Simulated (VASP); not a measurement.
# ZrC (Fm-3m) in VASP: relaxation of cell and atoms with PBE

Aim: the relaxation of cell and atoms of ZrC with PBE.

All numbers are computed with VASP 6.6.1; they aren't measurements. Logs are shortened: lines on timing, memory, paths and dates and some standing lists are left out, and cuts for length are marked.

### 1 The cell of the first run

It takes space group Fm-3m (No. 225, cubic). Conventional cell: a = 4.730 Å, b = 4.730 Å, c = 4.730 Å, α = 90.00°, β = 90.00°, γ = 90.00°. Zr (site symmetry m-3m) has 6 C at 2.37 Å within 3.1 Å. Within 3.1 Å of C (site symmetry m-3m) lie 6 Zr at 2.37 Å.

### 2 Relaxation of cell and atoms, PBE

INCAR

```
SYSTEM = ZrC
PREC = Accurate ; ENCUT = 600
EDIFF = 1E-6 ; ISMEAR = 0
SIGMA = 0.1 ; LREAL = .FALSE.
LASPH = .TRUE. ; NELM = 60
ALGO = Normal ; ISIF = 3
LWAVE = .FALSE. ; LCHARG = .FALSE.
GGA = PE ; IBRION = 2
NSW = 100 ; EDIFFG = -0.005
```

KPOINTS

```
Automatic mesh
0
G
  16 16 16
  0 0 0
```

POSCAR

```
ZrC
1.0
    0.0000000000      2.3650000000      2.3650000000
    2.3650000000      0.0000000000      2.3650000000
    2.3650000000      2.3650000000      0.0000000000
Zr C
1 1
Direct
    0.5000000000      0.5000000000      0.5000000000
    0.0000000000      0.0000000000      0.0000000000
```

Potentials or basis: VASP PAW PBE potentials, release 64 (Zr_sv, C).

The run is started by

```
$ cat potpaw_PBE.64/Zr_sv/POTCAR potpaw_PBE.64/C/POTCAR > POTCAR
$ mpirun -np 1 vasp_std > vasp.out
```

OUTCAR:

```text
SYSTEM = ZrC
   PREC = Accurate
   ENCUT = 600
   EDIFF = 1E-6
   ISMEAR = 0
   LREAL = .FALSE.
   LASPH = .TRUE.
   NELM = 60
   ISIF = 3
   GGA = PE
   IBRION = 2
   NSW = 100
   EDIFFG = -0.005

 ion  position               nearest neighbor table
   1  0.500  0.500  0.500-   2 2.37   2 2.37   2 2.37   2 2.37   2 2.37   2 2.37
   2  0.000  0.000  0.000-   1 2.37   1 2.37   1 2.37   1 2.37   1 2.37   1 2.37

  LATTYP: Found a face centered cubic cell.
 ALAT       =     4.7300000000

  Lattice vectors:

 A1 = (   0.0000000000,   2.3650000000,   2.3650000000)
 A2 = (   2.3650000000,   0.0000000000,   2.3650000000)
 A3 = (   2.3650000000,   2.3650000000,   0.0000000000)

Analysis of symmetry for initial positions (statically):
=====================================================================
 Subroutine PRICEL returns:
 Original cell was already a primitive cell.

 Routine SETGRP: Setting up the symmetry group for a
 face centered cubic supercell.

 Subroutine GETGRP returns: Found 48 space group operations
 (whereof 48 operations were pure point group operations)
 out of a pool of 48 trial point group operations.

The static configuration has the point symmetry O_h .

Analysis of symmetry for dynamics (positions and initial velocities):
=====================================================================
 Subroutine PRICEL returns:
 Original cell was already a primitive cell.

 Routine SETGRP: Setting up the symmetry group for a
 face centered cubic supercell.

 Subroutine GETGRP returns: Found 48 space group operations
 (whereof 48 operations were pure point group operations)
 out of a pool of 48 trial point group operations.

The dynamic configuration has the point symmetry O_h .

 Subroutine INISYM returns: Found 48 space group operations
 (whereof 48 operations are pure point group operations),
 and found     1 'primitive' translations

----------------------------------------------------------------------------------------

                                     Primitive cell

  volume of cell :      26.4560

  direct lattice vectors                    reciprocal lattice vectors
     0.000000000  2.365000000  2.365000000    -0.211416490  0.211416490  0.211416490
     2.365000000  0.000000000  2.365000000     0.211416490 -0.211416490  0.211416490
     2.365000000  2.365000000  0.000000000     0.211416490  0.211416490 -0.211416490

  length of vectors
[... 97 lines left out ...]
   ISMEAR =     0;   SIGMA  =   0.10  broadening in eV -4-tet -1-fermi 0-gaus
   EFERMI_NEDOS =   21; number of points for ismear=-14 and -15
   IALGO  =     38    algorithm
   IMIX   =      4    mixing-type and parameters
     AMIX     =   0.40;   BMIX     =  1.00
     AMIX_MAG =   1.60;   BMIX_MAG =  1.00
  volume/ion in A,a.u.               =      13.23        89.27
  Fermi-wavevector in a.u.,A,eV,Ry     =   1.384439  2.616209 26.077880  1.916670
  Thomas-Fermi vector in A             =   2.508943
   LORBIT       =      0    0 simple, 1 ext, 2 COOP (PROOUT), +10 PAW based schemes
   GGA     = PE    functional components
   LHFCALC =     F    Hartree Fock is set to
   AEXX    =    0.0000 exact exchange contribution
   IVDW    =     0    specifies the selected vdW correction
   LEPSILON=     F    determine dielectric tensor
   LRPA    =     F    only Hartree local field effects (RPA)
 conjugate gradient relaxation of ions
 non-spin polarized calculation
 Gauss-broadening in eV      SIGMA  =   0.10
  energy-cutoff  :      600.00
  volume of cell :       26.46
 maximum number of plane-waves:       905
   NGX = 13   NGY = 13   NGZ = 13

--------------------------------------- Ionic step        1  -------------------------------------------

 number of electron      16.0000000 magnetization

 Free energy of the ion-electron system (eV)
  ---------------------------------------------------
  ext. energy  EPLUGINS =         0.00000000
  ---------------------------------------------------
  free energy    TOTEN  =       -19.46046041 eV

  energy without entropy =      -19.45845726  energy(sigma->0) =      -19.45945884

------------------------ aborting loop because EDIFF is reached ----------------------------------------

  FORCE on cell =-STRESS in cart. coord.  units (eV):
  Direction    XX          YY          ZZ          XY          YZ          ZX
  --------------------------------------------------------------------------------------
  -------------------------------------------------------------------------------------
  Total       -0.4564232     -0.4564232     -0.4564232      0.0000000      0.0000000      0.0000000
  in kB      -27.6410712    -27.6410712    -27.6410712      0.0000000      0.0000000      0.0000000
  external PRESSURE =     -27.6410712 kB  Pullay stress =       0.0000000 kB
[... 59 lines left out ...]
--------------------------------------- Ionic step        3  -------------------------------------------

 number of electron      16.0000000 magnetization

 Free energy of the ion-electron system (eV)
  ---------------------------------------------------
  ext. energy  EPLUGINS =         0.00000000
  ---------------------------------------------------
  free energy    TOTEN  =       -19.46342424 eV

  energy without entropy =      -19.46148307  energy(sigma->0) =      -19.46245365

 E-fermi :   9.5326     XC(G=0): -12.1036

 val. band max:        9.5246530625   @ k =   0.3125   0.2500   0.0000
 cond. band min:       9.5340232403   @ k =   0.4375   0.4375   0.0000
 fundamental gap:      0.0093701778
 Fermi energy:         9.5325670774

 k-point     1 :       0.0000    0.0000    0.0000
  band No.  band energies     occupation
      1     -38.5853      2.00000
      2     -16.2999      2.00000
      3     -16.2999      2.00000
      4     -16.2999      2.00000
      5      -1.7424      2.00000
      6      10.4764      0.00000
      7      10.4764      0.00000
      8      10.4764      0.00000
      9      10.6354      0.00000
     10      10.6354      0.00000
     11      10.6354      0.00000
     12      12.3384      0.00000
[... 331 lines left out ...]
 k-point    24 :      -0.0625    0.0625    0.0000
  band No.  band energies     occupation
      1     -38.5756      2.00000
      2     -16.3814      2.00000
      3     -16.3216      2.00000
      4     -16.3016      2.00000
      5      -1.5116      2.00000
      6       9.1549      2.00000
      7       9.3675      1.98042
      8       9.5126      1.22285
      9      10.7774      0.00000
     10      11.3946      0.00000
     11      11.4781      0.00000
     12      12.9576      0.00000

 [... further k-points ...]
[... 5 lines left out ...]
  --------------------------------------------------------------------------------------
  -------------------------------------------------------------------------------------
  Total       -0.0003341     -0.0003341     -0.0003341      0.0000000      0.0000000      0.0000000
  in kB       -0.0204940     -0.0204940     -0.0204940      0.0000000      0.0000000      0.0000000
  external PRESSURE =      -0.0204940 kB  Pullay stress =       0.0000000 kB
[... 17 lines left out ...]
  FREE ENERGIE OF THE ION-ELECTRON SYSTEM (eV)
  ---------------------------------------------------
  free  energy   TOTEN  =       -19.4634242377 eV

  energy  without entropy=      -19.4614830678  energy(sigma->0) =      -19.46245365

 reached required accuracy - stopping structural energy minimisation
```

CONTCAR:

```text
ZrC
   1.00000000000000
     0.0000000000000000    2.3549219098408840    2.3549219098408840
     2.3549219098408840    0.0000000000000000    2.3549219098408840
     2.3549219098408840    2.3549219098408840    0.0000000000000000
  Zr              C
     1     1
Direct
     0.5000000000000000    0.5000000000000000    0.5000000000000000
     0.0000000000000000    0.0000000000000000    0.0000000000000000

  0.00000000E+00  0.00000000E+00  0.00000000E+00
  0.00000000E+00  0.00000000E+00  0.00000000E+00
```

Wall time 55 s (1 thread of Intel Xeon 6975P-C (Granite Rapids), shared host); peak memory 0.21 GiB.

Results:

| Quantity | Value |
| --- | --- |
| Free energy | -19.4634 eV |
| Relaxed volume | 13.06 Å³/atom |
| Relaxed cell | a = 3.330 Å, b = 3.330 Å, c = 3.330 Å, α = 60.00°, β = 60.00°, γ = 60.00° |
| Space group after relaxing (to 0.05 Å) | Fm-3m (No. 225) |
| Energy gained by relaxing | 1.5 meV/atom |
| Ionic steps | 3 |
| Pressure after relaxing | 0.0 GPa |
| Band gap on the k mesh | zero (band 8 reaches 10.48 eV, above the bottom of band 9 at 9.17 eV) |

Step by step:
| step | energy change (eV) | largest force (eV/Å) | pressure (GPa) | volume (Å³) |
| --- | --- | --- | --- | --- |
| 1 | 0.0000 | 0.0000 | -2.76 | 26.46 |
| 2 | 0.0046 | 0.0000 | 4.72 | 25.59 |
| 3 | -0.0030 | 0.0000 | 0.00 | 26.12 |

Final structure:
```
Zr C
1.0
     0.00000    2.35492    2.35492
     2.35492    0.00000    2.35492
     2.35492    2.35492    0.00000
Zr C
1 1
Direct
  0.50000 0.50000 0.50000
  0.00000 0.00000 0.00000
```
